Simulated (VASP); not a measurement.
Input of a VASP 6.6.1 run:

File INCAR:

```
SYSTEM = BaV3
ALGO     = Fast           ! electronic algorithm
EDIFF    = 1E-7           ! SCF threshold, eV
ENCUT    = 520            ! plane-wave cutoff, eV
GGA      = PE             ! functional
ISIF     = 2              ! what is computed and relaxed
ISMEAR   = 0              ! smearing method
LASPH    = .True.         ! aspherical terms in the spheres
LCHARG   = .False.        ! write CHGCAR
LREAL    = .False.        ! projectors in reciprocal space
LWAVE    = .False.        ! write WAVECAR
NBANDS   = 32             ! bands
NELM     = 80             ! most SCF steps
PREC     = Accurate       ! precision mode
SIGMA    = 0.1            ! smearing width, eV
```

The input KPOINTS:

```
k-points
0
Gamma
  12 12 12
  0 0 0
```

The input POSCAR:

```
BaV3
1.0
    4.1724740915      0.0000000000      0.0000000000
    0.0000000000      4.1724740915      0.0000000000
    0.0000000000      0.0000000000      4.1724740915
Ba V
1 3
Direct
    0.0000000000      0.0000000000      0.0000000000
    0.0000000000      0.5000000000      0.5000000000
    0.5000000000      0.0000000000      0.5000000000
    0.5000000000      0.5000000000      0.0000000000
```

Potentials or basis: VASP PAW PBE potentials, release 64 (Ba_sv, V_sv).

The run is started by

```sh
$ cat potpaw_PBE.64/Ba_sv/POTCAR potpaw_PBE.64/V_sv/POTCAR > POTCAR
$ mpirun -np 1 vasp_std > vasp.out
```

(1) Estimate the band gap on the k mesh.

(2) What does it give for the pressure?

## Answers

(1) zero (an odd number of electrons rules out a gap without spin polarisation).

(2) 2.4 GPa.

Caveat: spin-orbit coupling is left out, which moves the levels of the heavy elements.
